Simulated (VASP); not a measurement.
# Al (P-3m1) in VASP: single point with PBEsol

Aim: the single point of Al with PBEsol.

Everything below comes from runs of VASP 6.6.1. Logs are shortened: lines on timing, memory, paths and dates and some standing lists are left out, and cuts for length are marked.

### Step 1. The cell of the first run

The structure is trigonal, space group P-3m1 (No. 164). Conventional cell: a = 2.852 Å, b = 2.852 Å, c = 11.530 Å, α = 90.00°, β = 90.00°, γ = 120.00°. Al (site symmetry 3m) has 12 Al at 2.82 to 2.85 Å within 3.7 Å. Al (site symmetry -3m) has 12 Al at 2.82 to 2.85 Å within 3.7 Å. Al (site symmetry 3m) has 12 Al at 2.84 to 2.85 Å within 3.7 Å.

### Step 2. Single point, PBEsol

Contents of INCAR:

```
SYSTEM = Al
PREC     = Accurate       ! precision mode
ENCUT    = 520            ! plane-wave cutoff, eV
EDIFF    = 1E-6           ! SCF threshold, eV
ISMEAR   = 0              ! smearing method
SIGMA    = 0.1            ! smearing width, eV
LREAL    = .False.        ! projectors in reciprocal space
LASPH    = .True.         ! aspherical terms in the spheres
NELM     = 100            ! most SCF steps
ALGO     = Fast           ! electronic algorithm
ISIF     = 2              ! what is computed and relaxed
LWAVE    = .False.        ! write WAVECAR
LCHARG   = .False.        ! write CHGCAR
GGA      = PS             ! functional
NBANDS   = 16             ! bands
```

Contents of KPOINTS:

```
regular mesh
0
Gamma
  18 18 4
  0 0 0
```

Contents of POSCAR:

```
Al
1.0
    2.8519537545      0.0000000000      0.0000000000
   -1.4259768773      2.4698644019      0.0000000000
    0.0000000000      0.0000000000     11.5303360079
Al
5
Direct
    0.0000000000      0.0000000000      0.0013780386
    0.3333333333      0.6666666667      0.2000000000
    0.6666666667      0.3333333333      0.3986219614
    0.0000000000      0.0000000000      0.5988886919
    0.6666666667      0.3333333333      0.8011113081
```

Potentials or basis: VASP PAW PBE potentials, release 64 (Al).

Launch:

```sh
> cat potpaw_PBE.64/Al/POTCAR > POTCAR
> mpirun -np 1 vasp_std > vasp.out
```

OUTCAR:

```text
SYSTEM = Al
   PREC = Accurate
   ENCUT = 520
   EDIFF = 1E-6
   ISMEAR = 0
   LREAL = .False.
   LASPH = .True.
   NELM = 100
   ISIF = 2
   GGA = PS

 ion  position               nearest neighbor table
   1  0.000  0.000  0.001-   2 2.82   2 2.82   2 2.82   5 2.84   5 2.84   5 2.84
   2  0.333  0.667  0.200-   3 2.82   1 2.82   3 2.82   1 2.82   1 2.82   3 2.82
   3  0.667  0.333  0.399-   2 2.82   2 2.82   2 2.82   4 2.84   4 2.84   4 2.84
   4  0.000  0.000  0.599-   3 2.84   3 2.84   3 2.84   5 2.85   5 2.85   5 2.85
   5  0.667  0.333  0.801-   1 2.84   1 2.84   1 2.84   4 2.85   4 2.85   4 2.85

  LATTYP: Found a hexagonal cell.
 ALAT       =     2.8519537545
 C/A-ratio  =     4.0429603705

  Lattice vectors:

 A1 = (   2.8519537545,   0.0000000000,   0.0000000000)
 A2 = (  -1.4259768773,   2.4698644019,   0.0000000000)
 A3 = (   0.0000000000,   0.0000000000,  11.5303360079)

Analysis of symmetry for initial positions (statically):
=====================================================================
 Subroutine PRICEL returns:
 Original cell was already a primitive cell.

 Routine SETGRP: Setting up the symmetry group for a
 hexagonal supercell.

 Subroutine GETGRP returns: Found 12 space group operations
 (whereof  6 operations were pure point group operations)
 out of a pool of 24 trial point group operations.

The static configuration has the point symmetry C_3v.
 The point group associated with its full space group is D_3d.

Analysis of symmetry for dynamics (positions and initial velocities):
=====================================================================
 Subroutine PRICEL returns:
 Original cell was already a primitive cell.

 Routine SETGRP: Setting up the symmetry group for a
 hexagonal supercell.

 Subroutine GETGRP returns: Found 12 space group operations
 (whereof  6 operations were pure point group operations)
 out of a pool of 24 trial point group operations.

The dynamic configuration has the point symmetry C_3v.
 The point group associated with its full space group is D_3d.

 Subroutine INISYM returns: Found 12 space group operations
 (whereof  6 operations are pure point group operations),
 and found     1 'primitive' translations

----------------------------------------------------------------------------------------

                                     Primitive cell

  volume of cell :      81.2190

  direct lattice vectors                    reciprocal lattice vectors
     2.851953755  0.000000000  0.000000000     0.350636822  0.202440263  0.000000000
    -1.425976877  2.469864402  0.000000000     0.000000000  0.404880527  0.000000000
     0.000000000  0.000000000 11.530336008     0.000000000  0.000000000  0.086727741

  length of vectors
     2.851953755  2.851953755 11.530336008     0.404880527  0.404880527  0.086727741

  position of ions in fractional coordinates (direct lattice)
     0.000000000  0.000000000  0.001378039
     0.333333333  0.666666667  0.200000000
     0.666666667  0.333333333  0.398621961
     0.000000000  0.000000000  0.598888692
     0.666666667  0.333333333  0.801111308

  ion indices of the primitive-cell ions
   primitive index   ion index
                 1           1
                 2           2
                 3           3
                 4           4
                 5           5

----------------------------------------------------------------------------------------

 KPOINTS: regular mesh

Automatic generation of k-mesh.
 Grid dimensions read from file:
 generate k-points for:   18   18    4

 Generating k-lattice:

  Cartesian coordinates                     Fractional coordinates (reciprocal lattice)
     0.019479823  0.011246681  0.000000000     0.055555556  0.000000000  0.000000000
     0.000000000  0.022493363  0.000000000     0.000000000  0.055555556  0.000000000
     0.000000000  0.000000000  0.021681935     0.000000000  0.000000000  0.250000000

  Length of vectors
     0.022493363  0.022493363  0.021681935

  Shift w.r.t. Gamma in fractional coordinates (k-lattice)
     0.000000000  0.000000000  0.000000000

 Subroutine IBZKPT returns following result:
 ===========================================

 Found    138 irreducible k-points:

 Following reciprocal coordinates:
            Coordinates               Weight
  0.000000  0.000000  0.000000      1.000000
  0.055556  0.000000  0.000000      6.000000
  0.111111  0.000000  0.000000      6.000000
  0.166667  0.000000  0.000000      6.000000
  0.222222  0.000000  0.000000      6.000000
  0.277778  0.000000  0.000000      6.000000
[... 16 lines left out ...]
  0.333333  0.111111  0.000000     12.000000
  0.388889  0.111111  0.000000     12.000000
 [... further k-points ...]
   k-points           NKPTS =    138   k-points in BZ     NKDIM =    138   number of bands    NBANDS=     16
   number of dos      NEDOS =    301   number of ions     NIONS =      5
   total plane-waves  NPLWV =  51840
   dimension x,y,z NGX =    24 NGY =   24 NGZ =   90
   dimension x,y,z NGXF=    48 NGYF=   48 NGZF=  180
   ions per type =               5
   NGX,Y,Z   is equivalent  to a cutoff of  13.99, 13.99, 12.98 a.u.
   NGXF,Y,Z  is equivalent  to a cutoff of  27.98, 27.98, 25.95 a.u.
 SYSTEM =  Al
   PREC   = accura    normal or accurate (medium, high low for compatibility)
   ISTART =      0    job   : 0-new  1-cont  2-samecut
   ICHARG =      2    charge: 1-file 2-atom 10-const
   ISPIN  =      1    spin polarized calculation?
   LNONCOLLINEAR =      F non collinear calculations
   LSORBIT =      F    spin-orbit coupling
   LASPH  =      T    aspherical Exc in radial PAW
   ENCUT  =  520.0 eV  38.22 Ry    6.18 a.u.   5.30  5.30 21.44*2*pi/ulx,y,z
   NELM   =    100;   NELMIN=  2; NELMDL= -5     # of ELM steps
   EDIFF  = 0.1E-05   stopping-criterion for ELM
   LREAL  =      F    real-space projection
   EDIFFG = 0.1E-04   stopping-criterion for IOM
   NSW    =      0    number of steps for IOM
   IBRION =     -1    ionic relax: 0-MD 1-quasi-New 2-CG
   NFREE  =      0    steps in history (QN), initial steepest desc. (CG)
   ISIF   =      2    stress and relaxation
   ISYM   =      2    0-nonsym 1-usesym 2-fastsym
   POTIM  = 0.5000    time-step for ionic-motion
   TEBEG  =    0.0;   TEEND  =   0.0 temperature during run
   PSTRESS=    0.0 pullay stress
   NELECT =      15.0000    total number of electrons
   NUPDOWN=      -1.0000    fix difference up-down
   EMIN   =  10.00;   EMAX   =-10.00  energy-range for DOS
   EFERMI =   0.00;   METHOD = LEGACY
   ISMEAR =     0;   SIGMA  =   0.10  broadening in eV -4-tet -1-fermi 0-gaus
   EFERMI_NEDOS =   21; number of points for ismear=-14 and -15
   IALGO  =     68    algorithm
   IMIX   =      4    mixing-type and parameters
     AMIX     =   0.40;   BMIX     =  1.00
     AMIX_MAG =   1.60;   BMIX_MAG =  1.00
  volume/ion in A,a.u.               =      16.24       109.62
  Fermi-wavevector in a.u.,A,eV,Ry     =   0.932294  1.761780 11.825796  0.869171
  Thomas-Fermi vector in A             =   2.058876
   LORBIT       =      0    0 simple, 1 ext, 2 COOP (PROOUT), +10 PAW based schemes
   GGA     = PS    functional components
   LHFCALC =     F    Hartree Fock is set to
   AEXX    =    0.0000 exact exchange contribution
   IVDW    =     0    specifies the selected vdW correction
   LEPSILON=     F    determine dielectric tensor
   LRPA    =     F    only Hartree local field effects (RPA)
 non-spin polarized calculation
 RMM-DIIS sequential band-by-band and
 Gauss-broadening in eV      SIGMA  =   0.10
  energy-cutoff  :      520.00
  volume of cell :       81.22
 maximum number of plane-waves:      2206
 NGX is ok and might be reduce to    24
   NGX = 11   NGY = 11   NGZ = 43

 number of electron      15.0000000 magnetization

 Free energy of the ion-electron system (eV)
  ---------------------------------------------------
  ext. energy  EPLUGINS =         0.00000000
  ---------------------------------------------------
  free energy    TOTEN  =       -20.40920179 eV

  energy without entropy =      -20.39896927  energy(sigma->0) =      -20.40408553

 E-fermi :   8.1030     XC(G=0): -10.3143

 val. band max:        8.0890536143   @ k =   0.0000   0.3333   0.2500
 cond. band min:       8.1066897910   @ k =   0.3333   0.2222   0.2500
 fundamental gap:      0.0176361767
 Fermi energy:         8.1030217939

 k-point     1 :       0.0000    0.0000    0.0000
  band No.  band energies     occupation
      1      -3.1276      2.00000
      2      -2.0231      2.00000
      3      -2.0093      2.00000
      4       1.2350      2.00000
      5       1.2792      2.00000
      6       6.5555      2.00000
[... 8 lines left out ...]
     15      19.6175      0.00000
     16      19.6450      0.00000

 k-point     2 :       0.0556    0.0000    0.0000
  band No.  band energies     occupation
      1      -3.0528      2.00000
      2      -1.9489      2.00000
      3      -1.9350      2.00000
      4       1.3074      2.00000
      5       1.3516      2.00000
      6       6.6243      2.00000
[... 8 lines left out ...]
     15      18.6843      0.00000
     16      19.1119      0.00000

 k-point     3 :       0.1111    0.0000    0.0000
  band No.  band energies     occupation
      1      -2.8285      2.00000
      2      -1.7263      2.00000
      3      -1.7125      2.00000
      4       1.5243      2.00000
      5       1.5686      2.00000
      6       6.8297      2.00000
[... 8 lines left out ...]
     15      17.7351      0.00000
     16      18.3437      0.00000

 k-point     4 :       0.1667    0.0000    0.0000
  band No.  band energies     occupation
      1      -2.4554      2.00000
      2      -1.3563      2.00000
      3      -1.3425      2.00000
      4       1.8848      2.00000
      5       1.9293      2.00000
      6       7.1669      2.00000
[... 8 lines left out ...]
     15      16.8819      0.00000
     16      16.8961      0.00000

 k-point     5 :       0.2222    0.0000    0.0000
  band No.  band energies     occupation
      1      -1.9349      2.00000
      2      -0.8399      2.00000
      3      -0.8262      2.00000
      4       2.3872      2.00000
      5       2.4323      2.00000
      6       7.6159      2.00000
[... 8 lines left out ...]
     15      15.2425      0.00000
     16      16.1876      0.00000

 k-point     6 :       0.2778    0.0000    0.0000
  band No.  band energies     occupation
      1      -1.2686      2.00000
      2      -0.1790      2.00000
      3      -0.1654      2.00000
      4       3.0284      2.00000
      5       3.0747      2.00000
      6       8.0137      1.79323
[... 8 lines left out ...]
     15      15.4312      0.00000
     16      15.6121      0.00000
[... 267 lines left out ...]
 k-point    21 :       0.2222    0.1111    0.0000
  band No.  band energies     occupation
      1      -1.0472      2.00000
      2       0.0406      2.00000
      3       0.0542      2.00000
      4       3.2414      2.00000
      5       3.2879      2.00000
      6       8.2133      0.11873
[... 8 lines left out ...]
     15      13.5960      0.00000
     16      15.4321      0.00000

 k-point    22 :       0.2778    0.1111    0.0000
  band No.  band energies     occupation
      1      -0.2384      2.00000
      2       0.8425      2.00000
      3       0.8558      2.00000
      4       4.0113      2.00000
      5       4.0622      2.00000
      6       7.3795      2.00000
[... 8 lines left out ...]
     15      12.5885      0.00000
     16      15.3127      0.00000

 k-point    23 :       0.3333    0.1111    0.0000
  band No.  band energies     occupation
      1       0.7110      2.00000
      2       1.7830      2.00000
      3       1.7958      2.00000
      4       4.8689      2.00000
      5       4.9416      2.00000
      6       5.8929      2.00000
[... 8 lines left out ...]
     15      12.2434      0.00000
     16      14.9716      0.00000

 k-point    24 :       0.3889    0.1111    0.0000
  band No.  band energies     occupation
      1       1.7976      2.00000
      2       2.8557      2.00000
      3       2.8671      2.00000
      4       4.3524      2.00000
      5       5.1922      2.00000
      6       5.4335      2.00000
[... 8 lines left out ...]
     15      12.2339      0.00000
     16      13.9078      0.00000

 [... further k-points ...]

------------------------ aborting loop because EDIFF is reached ----------------------------------------

  FORCE on cell =-STRESS in cart. coord.  units (eV):
  Direction    XX          YY          ZZ          XY          YZ          ZX
  --------------------------------------------------------------------------------------
  -------------------------------------------------------------------------------------
  Total        0.0304180      0.0304180      0.0197132     -0.0000000      0.0000000      0.0000000
  in kB        0.6000452      0.6000452      0.3888750     -0.0000000      0.0000000      0.0000000
  external PRESSURE =       0.5296551 kB  Pullay stress =       0.0000000 kB

 VOLUME and BASIS-vectors are now :
 -----------------------------------------------------------------------------
  energy-cutoff  :      520.00
  volume of cell :       81.22
      direct lattice vectors                 reciprocal lattice vectors
     2.851953755  0.000000000  0.000000000     0.350636822  0.202440263  0.000000000
    -1.425976877  2.469864402  0.000000000     0.000000000  0.404880527  0.000000000
     0.000000000  0.000000000 11.530336008     0.000000000  0.000000000  0.086727741

 POSITION                                       TOTAL-FORCE (eV/Angst)
 -----------------------------------------------------------------------------------
      0.00000      0.00000      0.01589        -0.000000      0.000000      0.000091
     -0.00000      1.64658      2.30607        -0.000000     -0.000000     -0.000000
      1.42598      0.82329      4.59625         0.000000     -0.000000     -0.000091
      0.00000      0.00000      6.90539        -0.000000      0.000000      0.001093
      1.42598      0.82329      9.23708         0.000000     -0.000000     -0.001093
 -----------------------------------------------------------------------------------
    total drift:                                0.000000     -0.000000     -0.000000

  FREE ENERGIE OF THE ION-ELECTRON SYSTEM (eV)
  ---------------------------------------------------
  free  energy   TOTEN  =       -20.4092017866 eV

  energy  without entropy=      -20.3989692709  energy(sigma->0) =      -20.40408553
```

Run time: 98 s. Hardware: 1 thread of Intel Xeon 6975P-C (Granite Rapids), shared host; peak memory 0.29 GiB.

Results:

```
Free energy            : -20.4092 eV
Pressure               : 0.1 GPa
Band gap on the k mesh : zero (an odd number of electrons rules out a gap without spin polarisation)
```

Caveat: the PAW data sets were made with another functional, which shifts forces and pressure a little.
